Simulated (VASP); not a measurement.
# Pt (Fm-3m) in VASP: notebook, part 2 of 2

VASP 6.6.1. The steps go on from the part before.

## Step 3: Single point, PBEsol (volume scaled by 0.92)

The input, INCAR:

```
  PREC = Accurate
  ENCUT = 520
  EDIFF = 1E-6
  ISMEAR = -1
  SIGMA = 0.1
  LREAL = False
  LASPH = True
  NELM = 60
  ALGO = Normal
  ISIF = 2
  LWAVE = False
  LCHARG = False
  GGA = PS
  NBANDS = 11
```

The input, KPOINTS:

```
regular mesh
0
Gamma
  23 23 23
```

The input, POSCAR:

```
Pt
1.0
    0.0000000000      1.9059907514      1.9059907514
    1.9059907514      0.0000000000      1.9059907514
    1.9059907514      1.9059907514      0.0000000000
Pt
1
Direct
    0.0000000000      0.0000000000      0.0000000000
```

Potentials or basis: VASP PAW PBE potentials, release 64 (Pt).

The run is started by

```
$ cat potpaw_PBE.64/Pt/POTCAR > POTCAR
$ mpirun -np 1 vasp_std > vasp.out
```

OUTCAR:

```text
PREC = Accurate
   ENCUT = 520
   EDIFF = 1E-6
   ISMEAR = -1
   LREAL = False
   LASPH = True
   NELM = 60
   ISIF = 2
   GGA = PS

 ion  position               nearest neighbor table
   1  0.000  0.000  0.000-

  LATTYP: Found a face centered cubic cell.
 ALAT       =     3.8119815028

  Lattice vectors:

 A1 = (   0.0000000000,   1.9059907514,   1.9059907514)
 A2 = (   1.9059907514,   0.0000000000,   1.9059907514)
 A3 = (   1.9059907514,   1.9059907514,   0.0000000000)

Analysis of symmetry for initial positions (statically):
=====================================================================
 Subroutine PRICEL returns:
 Original cell was already a primitive cell.

 Routine SETGRP: Setting up the symmetry group for a
 face centered cubic supercell.

 Subroutine GETGRP returns: Found 48 space group operations
 (whereof 48 operations were pure point group operations)
 out of a pool of 48 trial point group operations.

The static configuration has the point symmetry O_h .

Analysis of symmetry for dynamics (positions and initial velocities):
[... 153 lines left out ...]

  energy without entropy =       -6.84215556  energy(sigma->0) =       -6.86675289

 E-fermi :  12.8355     XC(G=0): -14.1370

 val. band max:       12.8333541695   @ k =  -0.4783   0.1304   0.0435
 cond. band min:      12.8398802214   @ k =   0.3913   0.2609   0.0000
 fundamental gap:      0.0065260519
 Fermi energy:        12.8354741021

 k-point     1 :       0.0000    0.0000    0.0000
  band No.  band energies     occupation
      1       1.5222      2.00000
      2       8.4541      2.00000
      3       8.4541      2.00000
      4       8.4541      2.00000
      5      10.9582      2.00000
      6      10.9582      2.00000
      7      27.1565      0.00000
      8      32.6059      0.00000
      9      32.6059      0.00000
     10      32.6059      0.00000
     11      38.2236      0.00000
[... 309 lines left out ...]
 k-point    24 :      -0.4783    0.0435    0.0000
  band No.  band energies     occupation
      1       4.5705      2.00000
      2       8.3149      2.00000
      3       8.4291      2.00000
      4      11.4026      2.00000
      5      12.8599      0.87868
      6      13.4655      0.00366
      7      19.3061      0.00000
      8      26.8771      0.00000
      9      32.1159      0.00000
     10      32.3255      0.00000
     11      42.5998      0.00000

 [... further k-points ...]
[... 5 lines left out ...]
  --------------------------------------------------------------------------------------
  -------------------------------------------------------------------------------------
  Total        2.5505935      2.5505935      2.5505935      0.0000000      0.0000000     -0.0000000
  in kB      295.0933805    295.0933805    295.0933805      0.0000000      0.0000000     -0.0000000
  external PRESSURE =     295.0933805 kB  Pullay stress =       0.0000000 kB

 VOLUME and BASIS-vectors are now :
 -----------------------------------------------------------------------------
  energy-cutoff  :      520.00
  volume of cell :       13.85
      direct lattice vectors                 reciprocal lattice vectors
     0.000000000  1.905990751  1.905990751    -0.262330759  0.262330759  0.262330759
     1.905990751  0.000000000  1.905990751     0.262330759 -0.262330759  0.262330759
     1.905990751  1.905990751  0.000000000     0.262330759  0.262330759 -0.262330759

 POSITION                                       TOTAL-FORCE (eV/Angst)
 -----------------------------------------------------------------------------------
      0.00000      0.00000      0.00000         0.000000      0.000000      0.000000
 -----------------------------------------------------------------------------------
    total drift:                                0.000000     -0.000000      0.000000

  FREE ENERGIE OF THE ION-ELECTRON SYSTEM (eV)
  ---------------------------------------------------
  free  energy   TOTEN  =        -6.8913502139 eV

  energy  without entropy=       -6.8421555584  energy(sigma->0) =       -6.86675289
```

stdout:

```text
POSCAR found type information on POSCAR Pt
 POSCAR found :  1 types and       1 ions
 scaLAPACK will be used
 -----------------------------------------------------------------------------
|                                                                             |
|                                                                             |
|     You enforced a specific xc type in the INCAR file but a different       |
|     I HOPE YOU KNOW WHAT YOU ARE DOING!                                     |
|                                                                             |
 -----------------------------------------------------------------------------

 LDA part: xc-table for (Slater+PW92), standard interpolation
 POSCAR, INCAR and KPOINTS ok, starting setup
 FFT: planning ... GRIDC
 FFT: planning ... GRID_SOFT
 FFT: planning ... GRID
 WAVECAR not read
 entering main loop
```

Run time: 23 s. Hardware: 1 thread of Intel Xeon 6975P-C (Granite Rapids), shared host; peak memory 0.17 GiB.

Results:

```
Free energy            : -6.8914 eV
Pressure               : 29.5 GPa
Band gap on the k mesh : zero (band 5 reaches 13.39 eV, above the bottom of band 6 at 10.83 eV)
```

Caveat: the cell differs from its parent crystal (volume scaled by 0.92); the PAW data sets were made with another functional, which shifts forces and pressure a little; spin-orbit coupling is left out, which moves the levels of the heavy elements.

## Step 4: Single point, PBEsol (volume scaled by 0.96)

The input, INCAR:

```
SYSTEM = Pt
ALGO = Normal
EDIFF = 1E-6
ENCUT = 520
GGA = PS
ISIF = 2
ISMEAR = -1
LASPH = .True.
LCHARG = .False.
LREAL = .False.
LWAVE = .False.
NBANDS = 11
NELM = 80
PREC = Accurate
SIGMA = 0.1
```

The input, KPOINTS:

```
k-points
0
Gamma
  23 23 23
  0 0 0
```

The input, POSCAR:

```
Pt
1.0
    0.0000000000      1.9332228699      1.9332228699
    1.9332228699      0.0000000000      1.9332228699
    1.9332228699      1.9332228699      0.0000000000
Pt
1
Direct
    0.0000000000      0.0000000000      0.0000000000
```

The run is started by

```
$ cat potpaw_PBE.64/Pt/POTCAR > POTCAR
$ mpirun -np 1 vasp_std > vasp.out
```

Run time: 22 s. Hardware: 1 thread of Intel Xeon 6975P-C (Granite Rapids), shared host; peak memory 0.17 GiB.

Results (log left out):

```yaml
Free_energy: -6.9699 eV
Pressure: 12.7 GPa
Band_gap_on_the_k_mesh: zero (band 5 reaches 12.46 eV, above the bottom of band 6 at 10.08 eV)
```

Levels at points of the mesh, in eV from the Fermi level:
```csv
k point,band 1,band 2,band 3,band 4,band 5,band 6,band 7,band 8,band 9,band 10
"(0.00, 0.00, 0.00)",-10.80,-4.09,-4.09,-4.09,-1.75,-1.75,14.48,19.68,19.68,19.68
```

Caveat: the cell differs from its parent crystal (volume scaled by 0.96); the PAW data sets were made with another functional, which shifts forces and pressure a little; spin-orbit coupling is left out, which moves the levels of the heavy elements.

## Step 5: Single point, PBEsol

This run uses another cell than the first one, of 15.05 Å³/atom, 1.136 times its volume.

The input, INCAR:

```
SYSTEM = Pt
ALGO = Normal
EDIFF = 1E-7
ENCUT = 520
GGA = PS
ISIF = 2
ISMEAR = -1
LASPH = .TRUE.
LCHARG = .FALSE.
LREAL = .FALSE.
LWAVE = .FALSE.
NBANDS = 11
NELM = 60
PREC = Accurate
SIGMA = 0.1
```

The input, KPOINTS:

```
k-points
0
G
  23 23 23
  0 0 0
```

The input, POSCAR:

```
Pt
1.0
    0.0000000000      1.9597086662      1.9597086662
    1.9597086662      0.0000000000      1.9597086662
    1.9597086662      1.9597086662      0.0000000000
Pt
1
Direct
    0.0000000000      0.0000000000      0.0000000000
```

The run is started by

```
$ cat potpaw_PBE.64/Pt/POTCAR > POTCAR
$ mpirun -np 1 vasp_std > vasp.out
```

Wall time 22 s (1 thread of Intel Xeon 6975P-C (Granite Rapids), shared host); peak memory 0.19 GiB.

It converged, with:

| Property | Result |
| --- | --- |
| Free energy | -6.9926 eV |
| Pressure | -0.3 GPa |
| Band gap on the k mesh | zero (band 5 reaches 11.61 eV, above the bottom of band 6 at 9.40 eV) |

Levels at points of the mesh, in eV from the Fermi level:
| k point | band 1 | band 2 | band 3 | band 4 | band 5 | band 6 | band 7 | band 8 | band 9 | band 10 |
| --- | --- | --- | --- | --- | --- | --- | --- | --- | --- | --- |
| (0.00, 0.00, 0.00) | -10.33 | -3.83 | -3.83 | -3.83 | -1.64 | -1.64 | 14.61 | 19.58 | 19.58 | 19.58 |

Caveat: the PAW data sets were made with another functional, which shifts forces and pressure a little; spin-orbit coupling is left out, which moves the levels of the heavy elements.

## Step 6: Single point, PBEsol

This run uses another cell than the first one, of 15.05 Å³/atom, 1.136 times its volume.

The input, INCAR:

```
PREC = Accurate ; ENCUT = 520
EDIFF = 1E-6 ; ISMEAR = -1
SIGMA = 0.1 ; LREAL = F
LASPH = T ; NELM = 60
ALGO = Normal ; ISIF = 2
LWAVE = F ; LCHARG = F
GGA = PS ; NBANDS = 11
```

The input, KPOINTS:

```
regular mesh
0
Gamma
  23 23 23
```

POSCAR is that of step 5.

Potentials or basis: VASP PAW PBE potentials, release 64 (Pt).

The run is started by

```
$ cat potpaw_PBE.64/Pt/POTCAR > POTCAR
$ mpirun -np 1 vasp_std > vasp.out
```

Wall time 24 s (1 thread of Intel Xeon 6975P-C (Granite Rapids), shared host); peak memory 0.19 GiB.

Results (log left out):

| Quantity | Value |
| --- | --- |
| Free energy | -6.9926 eV |
| Pressure | -0.3 GPa |
| Band gap on the k mesh | zero (band 5 reaches 11.61 eV, above the bottom of band 6 at 9.40 eV) |

Levels at points of the mesh, in eV from the Fermi level:
```tsv
k point	band 3	band 4	band 5	band 6	band 7	band 8
(0.00, 0.00, 0.00)	-3.83	-3.83	-1.64	-1.64	14.61	19.58
```

Caveat: the PAW data sets were made with another functional, which shifts forces and pressure a little; spin-orbit coupling is left out, which moves the levels of the heavy elements.

## Step 7: The runs side by side

| cell | gap on the mesh (eV) | pressure (GPa) |
| --- | --- | --- |
| a = 2.656 Å, angles 60.0°, 1 atom | none | 51.2 |
| a = 2.695 Å, angles 60.0°, 1 atom | none | 29.5 |
| a = 2.734 Å, angles 60.0°, 1 atom | none | 12.7 |
| a = 2.771 Å, angles 60.0°, 1 atom | none | -0.3 |

Alike in all rows: task single point; level PBEsol; potentials or basis VASP PAW PBE potentials, release 64 (Pt); no spin polarisation; k mesh 23 × 23 × 23; cutoff (eV) 520; smearing fermi-dirac 0.1 eV.

Caveats: the PAW data sets were made with another functional, which shifts forces and pressure a little; spin-orbit coupling is left out, which moves the levels of the heavy elements.

Absolute energies hang on the potentials; compare differences alone.
